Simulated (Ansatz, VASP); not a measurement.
**Ru: VASP beside Ansatz**

File INCAR:

```
ALGO = Normal ; EDIFF = 1E-8
ENCUT = 520 ; GGA = PE
ISIF = 2 ; ISMEAR = -1
LASPH = T ; LCHARG = F
LEFG = T ; LREAL = F
LWAVE = F ; NBANDS = 13
NELM = 80 ; PREC = Accurate
SIGMA = 0.05
```

File KPOINTS:

```
k-points
0
Gamma
  16 16 16
```

Contents of POSCAR:

```
Ru
1.0
    0.0000000000      1.9525585549      1.9525585549
    1.9525585549      0.0000000000      1.9525585549
    1.9525585549      1.9525585549      0.0000000000
Ru
1
Direct
    0.0000000000      0.0000000000      0.0000000000
```

Input for Ansatz:

```yaml
crystal:
  lattice:
    - [0.0, 1.9525585549, 1.9525585549]
    - [1.9525585549, 0.0, 1.9525585549]
    - [1.9525585549, 1.9525585549, 0.0]
  atoms:
    - { symbol: Ru, position: [0.0, 0.0, 0.0] }
kpoints:
  mp_grid: { grid: [16, 16, 16] }
scf:
  occupations: { method: fermi_dirac, width: 0.05 }
hamiltonian:
  xc: pbe
  pseudopotentials: { kind: all_electron, datasets: crystal }
output:
  forces: true
  stress: true
  eigenvalues: true
  efg: { contact_densities: true }
```

Change from the starting cell: volume scaled by 1.06, crystal datasets.

Alike in both runs: task electric field gradients; functional PBE; k mesh 16 × 16 × 16; occupations fermi-dirac, width 0.05 eV; no spin polarisation.

```csv
,VASP,Ansatz
version,VASP 6.6.1,Ansatz 0.2.0
potentials or method,"VASP PAW PBE potentials, release 64 (Ru_pv), cutoff 520 eV","all-electron PAW with datasets made for the crystal, scalar-relativistic"
```

Ansatz gave:

* pressure (GPa): -18.8

Problem. What did VASP give for the same quantities?

Solution. Pressure (GPa): -18.9.

Ansatz ran all-electron here, and VASP with PAW potentials.
